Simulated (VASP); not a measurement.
# Ir (I4/mmm) in VASP: single point with PBE

Aim: the single point of Ir with PBE.

Everything below comes from runs of VASP 6.6.1. Logs are shortened: lines on timing, memory, paths and dates and some standing lists are left out, and cuts for length are marked.

**1. The cell of the first run**

It takes space group I4/mmm (No. 139, tetragonal). Conventional cell: a = 2.606 Å, b = 2.606 Å, c = 4.147 Å, α = 90.00°, β = 90.00°, γ = 90.00°. Within 3.4 Å of Ir (site symmetry 4/mmm) lie 12 Ir at 2.61 to 2.77 Å.

**2. Single point, PBE (strain -0.040 along x and y, +0.080 along z)**

The input, INCAR:

```
SYSTEM = Ir
ALGO     = Normal         ! electronic algorithm
EDIFF    = 1E-7           ! SCF threshold, eV
ENCUT    = 520            ! plane-wave cutoff, eV
GGA      = PE             ! functional
ISIF     = 2              ! what is computed and relaxed
ISMEAR   = 0              ! smearing method
LASPH    = .True.         ! aspherical terms in the spheres
LCHARG   = .False.        ! write CHGCAR
LREAL    = .False.        ! projectors in reciprocal space
LWAVE    = .False.        ! write WAVECAR
NBANDS   = 10             ! bands
NELM     = 60             ! most SCF steps
PREC     = Accurate       ! precision mode
SIGMA    = 0.15           ! smearing width, eV
```

The input, KPOINTS:

```
k-points
0
Gamma
  22 22 22
  0 0 0
```

The input, POSCAR:

```
Ir
1.0
    0.0000000000      1.8429120000      2.0732760000
    1.8429120000      0.0000000000      2.0732760000
    1.8429120000      1.8429120000      0.0000000000
Ir
1
Direct
    0.0000000000      0.0000000000      0.0000000000
```

Potentials or basis: VASP PAW PBE potentials, release 64 (Ir).

Started as:

```console
cat potpaw_PBE.64/Ir/POTCAR > POTCAR
mpirun -np 1 vasp_std > vasp.out
```

OUTCAR:

```text
SYSTEM = Ir
   EDIFF = 1E-7
   ENCUT = 520
   GGA = PE
   ISIF = 2
   ISMEAR = 0
   LASPH = .True.
   LREAL = .False.
   NELM = 60
   PREC = Accurate

 ion  position               nearest neighbor table
   1  0.000  0.000  0.000-

  LATTYP: Found a body centered tetragonal cell.
 ALAT       =     2.6062711447
 C/A-ratio  =     1.5909902577

  Lattice vectors:

 A1 = (  -1.8429120000,   0.0000000000,   2.0732760000)
 A2 = (   1.8429120000,   0.0000000000,   2.0732760000)
 A3 = (   0.0000000000,   1.8429120000,  -2.0732760000)

Analysis of symmetry for initial positions (statically):
=====================================================================
 Subroutine PRICEL returns:
 Original cell was already a primitive cell.

 Routine SETGRP: Setting up the symmetry group for a
 body centered tetragonal supercell.

 Subroutine GETGRP returns: Found 16 space group operations
 (whereof 16 operations were pure point group operations)
 out of a pool of 16 trial point group operations.

The static configuration has the point symmetry D_4h.

Analysis of symmetry for dynamics (positions and initial velocities):
=====================================================================
 Subroutine PRICEL returns:
 Original cell was already a primitive cell.

 Routine SETGRP: Setting up the symmetry group for a
 body centered tetragonal supercell.

 Subroutine GETGRP returns: Found 16 space group operations
 (whereof 16 operations were pure point group operations)
 out of a pool of 16 trial point group operations.

The dynamic configuration has the point symmetry D_4h.

 Subroutine INISYM returns: Found 16 space group operations
 (whereof 16 operations are pure point group operations),
 and found     1 'primitive' translations

----------------------------------------------------------------------------------------

                                     Primitive cell

  volume of cell :      14.0830

  direct lattice vectors                    reciprocal lattice vectors
     0.000000000  1.842912000  2.073276000    -0.271309753  0.271309753  0.241164225
     1.842912000  0.000000000  2.073276000     0.271309753 -0.271309753  0.241164225
     1.842912000  1.842912000  0.000000000     0.271309753  0.271309753 -0.241164225

  length of vectors
     2.773949894  2.773949894  2.606271145     0.453186659  0.453186659  0.453186659

  position of ions in fractional coordinates (direct lattice)
     0.000000000  0.000000000  0.000000000

  ion indices of the primitive-cell ions
   primitive index   ion index
                 1           1

----------------------------------------------------------------------------------------

 KPOINTS: k-points

Automatic generation of k-mesh.
 Grid dimensions read from file:
 generate k-points for:   22   22   22

 Generating k-lattice:

  Cartesian coordinates                     Fractional coordinates (reciprocal lattice)
    -0.012332262  0.012332262  0.010962010     0.045454545  0.000000000  0.000000000
     0.012332262 -0.012332262  0.010962010     0.000000000  0.045454545  0.000000000
     0.012332262  0.012332262 -0.010962010     0.000000000  0.000000000  0.045454545

  Length of vectors
     0.020599394  0.020599394  0.020599394

  Shift w.r.t. Gamma in fractional coordinates (k-lattice)
     0.000000000  0.000000000  0.000000000

 Subroutine IBZKPT returns following result:
 ===========================================

 Found    834 irreducible k-points:

 Following reciprocal coordinates:
            Coordinates               Weight
  0.000000  0.000000  0.000000      1.000000
  0.045455 -0.000000  0.000000      8.000000
  0.090909 -0.000000  0.000000      8.000000
  0.136364  0.000000  0.000000      8.000000
  0.181818  0.000000  0.000000      8.000000
  0.227273 -0.000000  0.000000      8.000000
[... 16 lines left out ...]
  0.500000  0.045455  0.000000      8.000000
 -0.454545  0.045455  0.000000      8.000000
 [... further k-points ...]
   k-points           NKPTS =    834   k-points in BZ     NKDIM =    834   number of bands    NBANDS=     10
   number of dos      NEDOS =    301   number of ions     NIONS =      1
   total plane-waves  NPLWV =  11520
   dimension x,y,z NGX =    24 NGY =   24 NGZ =   20
   dimension x,y,z NGXF=    48 NGYF=   48 NGZF=   40
   ions per type =               1
   NGX,Y,Z   is equivalent  to a cutoff of  14.38, 14.38, 12.76 a.u.
   NGXF,Y,Z  is equivalent  to a cutoff of  28.77, 28.77, 25.51 a.u.
 SYSTEM =  Ir
   PREC   = accura    normal or accurate (medium, high low for compatibility)
   ISTART =      0    job   : 0-new  1-cont  2-samecut
   ICHARG =      2    charge: 1-file 2-atom 10-const
   ISPIN  =      1    spin polarized calculation?
   LNONCOLLINEAR =      F non collinear calculations
   LSORBIT =      F    spin-orbit coupling
   LASPH  =      T    aspherical Exc in radial PAW
   ENCUT  =  520.0 eV  38.22 Ry    6.18 a.u.   5.16  5.16  4.85*2*pi/ulx,y,z
   NELM   =     60;   NELMIN=  2; NELMDL= -5     # of ELM steps
   EDIFF  = 0.1E-06   stopping-criterion for ELM
   LREAL  =      F    real-space projection
   EDIFFG = 0.1E-05   stopping-criterion for IOM
   NSW    =      0    number of steps for IOM
   IBRION =     -1    ionic relax: 0-MD 1-quasi-New 2-CG
   NFREE  =      0    steps in history (QN), initial steepest desc. (CG)
   ISIF   =      2    stress and relaxation
   ISYM   =      2    0-nonsym 1-usesym 2-fastsym
   POTIM  = 0.5000    time-step for ionic-motion
   TEBEG  =    0.0;   TEEND  =   0.0 temperature during run
   PSTRESS=    0.0 pullay stress
   NELECT =       9.0000    total number of electrons
   NUPDOWN=      -1.0000    fix difference up-down
   EMIN   =  10.00;   EMAX   =-10.00  energy-range for DOS
   EFERMI =   0.00;   METHOD = LEGACY
   ISMEAR =     0;   SIGMA  =   0.15  broadening in eV -4-tet -1-fermi 0-gaus
   EFERMI_NEDOS =   21; number of points for ismear=-14 and -15
   IALGO  =     38    algorithm
   IMIX   =      4    mixing-type and parameters
     AMIX     =   0.40;   BMIX     =  1.00
     AMIX_MAG =   1.60;   BMIX_MAG =  1.00
  volume/ion in A,a.u.               =      14.08        95.04
  Fermi-wavevector in a.u.,A,eV,Ry     =   1.410123  2.664745 27.054450  1.988446
  Thomas-Fermi vector in A             =   2.532109
   LORBIT       =      0    0 simple, 1 ext, 2 COOP (PROOUT), +10 PAW based schemes
   GGA     = PE    functional components
   LHFCALC =     F    Hartree Fock is set to
   AEXX    =    0.0000 exact exchange contribution
   IVDW    =     0    specifies the selected vdW correction
   LEPSILON=     F    determine dielectric tensor
   LRPA    =     F    only Hartree local field effects (RPA)
 non-spin polarized calculation
 Gauss-broadening in eV      SIGMA  =   0.15
  energy-cutoff  :      520.00
  volume of cell :       14.08
 maximum number of plane-waves:       392
 NGX is ok and might be reduce to    24
   NGX = 11   NGY = 11   NGZ =  9

 number of electron       9.0000000 magnetization

 Free energy of the ion-electron system (eV)
  ---------------------------------------------------
  ext. energy  EPLUGINS =         0.00000000
  ---------------------------------------------------
  free energy    TOTEN  =        -8.67942721 eV

  energy without entropy =       -8.66835124  energy(sigma->0) =       -8.67388922

 E-fermi :  10.4487     XC(G=0): -14.0093

 val. band max:       10.4473953750   @ k =  -0.3636   0.0000   0.0909
 cond. band min:      10.4495025679   @ k =  -0.3636   0.3182   0.2273
 fundamental gap:      0.0021071928
 Fermi energy:        10.4487197190

 k-point     1 :       0.0000    0.0000    0.0000
  band No.  band energies     occupation
      1      -0.6758      2.00000
      2       5.5532      2.00000
      3       7.2290      2.00000
      4       7.2290      2.00000
      5       8.1096      2.00000
      6      10.2955      1.85150
      7      25.0452      0.00000
      8      28.1700      0.00000
      9      31.6834      0.00000
     10      31.6834      0.00000

 k-point     2 :       0.0455   -0.0000    0.0000
  band No.  band energies     occupation
      1      -0.5824      2.00000
      2       5.5822      2.00000
      3       7.1836      2.00000
      4       7.2686      2.00000
      5       8.1060      2.00000
      6      10.2491      1.94017
      7      25.2051      0.00000
      8      28.2179      0.00000
      9      31.1787      0.00000
     10      31.8457      0.00000

 k-point     3 :       0.0909   -0.0000    0.0000
  band No.  band energies     occupation
      1      -0.3085      2.00000
      2       5.6569      2.00000
      3       7.0520      2.00000
      4       7.3812      2.00000
      5       8.1222      2.00000
      6      10.1222      1.99792
      7      25.6526      0.00000
      8      28.1670      0.00000
      9      30.4432      0.00000
     10      32.3197      0.00000

 k-point     4 :       0.1364    0.0000    0.0000
  band No.  band energies     occupation
      1       0.1249      2.00000
      2       5.7458      2.00000
      3       6.8549      2.00000
      4       7.5457      2.00000
      5       8.2214      2.00000
      6       9.9515      2.00000
      7      26.2732      0.00000
      8      27.5306      0.00000
      9      30.4676      0.00000
     10      33.0662      0.00000
[... 222 lines left out ...]
 k-point    22 :       0.4545    0.0455    0.0000
  band No.  band energies     occupation
      1       2.4387      2.00000
      2       5.6856      2.00000
      3       7.4327      2.00000
      4       8.9084      2.00000
      5      11.0064      0.00000
      6      11.5534      0.00000
      7      18.7472      0.00000
      8      24.3245      0.00000
      9      30.4415      0.00000
     10      31.5382      0.00000

 k-point    23 :       0.5000    0.0455    0.0000
  band No.  band energies     occupation
      1       2.4351      2.00000
      2       5.6686      2.00000
      3       7.3599      2.00000
      4       9.3904      2.00000
      5      11.0526      0.00000
      6      12.0004      0.00000
      7      17.9868      0.00000
      8      24.1090      0.00000
      9      29.7862      0.00000
     10      31.4075      0.00000

 k-point    24 :      -0.4545    0.0455    0.0000
  band No.  band energies     occupation
      1       2.4400      2.00000
      2       5.6990      2.00000
      3       7.3483      2.00000
      4       9.2456      2.00000
      5      10.9507      0.00000
      6      12.1670      0.00000
      7      18.0678      0.00000
      8      24.1445      0.00000
      9      29.6171      0.00000
     10      31.6617      0.00000

 [... further k-points ...]

------------------------ aborting loop because EDIFF is reached ----------------------------------------

  FORCE on cell =-STRESS in cart. coord.  units (eV):
  Direction    XX          YY          ZZ          XY          YZ          ZX
  --------------------------------------------------------------------------------------
  -------------------------------------------------------------------------------------
  Total        2.6628165      2.6628165     -1.3110594      0.0000000      0.0000000      0.0000000
  in kB      302.9392222    302.9392222   -149.1545944      0.0000000      0.0000000      0.0000000
  external PRESSURE =     152.2412834 kB  Pullay stress =       0.0000000 kB

 VOLUME and BASIS-vectors are now :
 -----------------------------------------------------------------------------
  energy-cutoff  :      520.00
  volume of cell :       14.08
      direct lattice vectors                 reciprocal lattice vectors
     0.000000000  1.842912000  2.073276000    -0.271309753  0.271309753  0.241164225
     1.842912000  0.000000000  2.073276000     0.271309753 -0.271309753  0.241164225
     1.842912000  1.842912000  0.000000000     0.271309753  0.271309753 -0.241164225

 POSITION                                       TOTAL-FORCE (eV/Angst)
 -----------------------------------------------------------------------------------
      0.00000      0.00000      0.00000         0.000000      0.000000      0.000000
 -----------------------------------------------------------------------------------
    total drift:                                0.000000      0.000000     -0.000000

  FREE ENERGIE OF THE ION-ELECTRON SYSTEM (eV)
  ---------------------------------------------------
  free  energy   TOTEN  =        -8.6794272057 eV

  energy  without entropy=       -8.6683512400  energy(sigma->0) =       -8.67388922
```

It took 94 s on 1 thread of Intel Xeon 8259CL, shared host; peak memory 0.25 GiB.

Results:

| Quantity | Value |
| --- | --- |
| Free energy | -8.6794 eV |
| Pressure | 15.2 GPa |
| Band gap on the k mesh | zero (an odd number of electrons rules out a gap without spin polarisation) |

Levels at points of the mesh, in eV from the Fermi level:
| k point | band 2 | band 3 | band 4 | band 5 | band 6 | band 7 |
| --- | --- | --- | --- | --- | --- | --- |
| (0.00, 0.00, 0.00) | -4.90 | -3.22 | -3.22 | -2.34 | -0.15 | 14.60 |
| (0.50, 0.00, 0.00) | -4.73 | -3.15 | -0.69 | 0.59 | 1.25 | 7.52 |
| (0.50, 0.50, 0.00) | -7.32 | 0.21 | 1.13 | 1.41 | 1.41 | 8.53 |
| (0.50, 0.00, 0.50) | -7.26 | 0.64 | 0.65 | 2.42 | 2.62 | 10.57 |

Caveat: the cell differs from its parent crystal (strain -0.040 along x and y, +0.080 along z); the cell stands under pressure; spin-orbit coupling is left out, which moves the levels of the heavy elements.
